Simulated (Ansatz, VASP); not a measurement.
One calculation of Al4B3P, two programs

```
CELL_PARAMETERS angstrom
3.03919 0.00000 0.00000
-1.51959 2.63201 0.00000
0.00000 0.00000 23.82287
ATOMIC_POSITIONS crystal
Al 0.66667 0.33333 0.36032
Al 0.00000 0.00000 0.79239
Al 0.00000 0.00000 0.20761
Al 0.00000 0.00000 0.93064
Al 0.00000 0.00000 0.06936
Al 0.33333 0.66667 0.63968
Al 0.33333 0.66667 0.45358
Al 0.66667 0.33333 0.54642
B 0.66667 0.33333 0.86303
B 0.33333 0.66667 0.86044
B 0.33333 0.66667 0.13697
B 0.66667 0.33333 0.13956
B 0.33333 0.66667 0.99934
B 0.66667 0.33333 0.00066
P 0.33333 0.66667 0.28180
P 0.66667 0.33333 0.71820
```

Alike in both runs: task relaxation of cell and atoms; functional PBE; k mesh 12 × 12 × 2; occupations gaussian, width 0.1 eV; no spin polarisation.

|  | VASP | Ansatz |
| --- | --- | --- |
| version | VASP 6.6.1 | Ansatz 0.2.0 |
| potentials or method | VASP PAW PBE potentials, release 64 (Al, B, P), cutoff 600 eV | scalar-relativistic, plane waves, PAW |
| valence electrons in the cell | 52 | 52 |

|  | VASP | Ansatz | Ansatz less VASP |
| --- | --- | --- | --- |
| gap on the k mesh at the Fermi level, each at its own relaxed structure (eV) | none | none | - |
| relaxed volume (Å³/atom) | 11.90 | 11.91 | +0.006 |
| relaxed length of the cell vector where the two differ most in proportion (Å) | 23.812 | 23.820 | +0.0075 |

A gap of «none» marks a metal or a gap that the smearing closes.
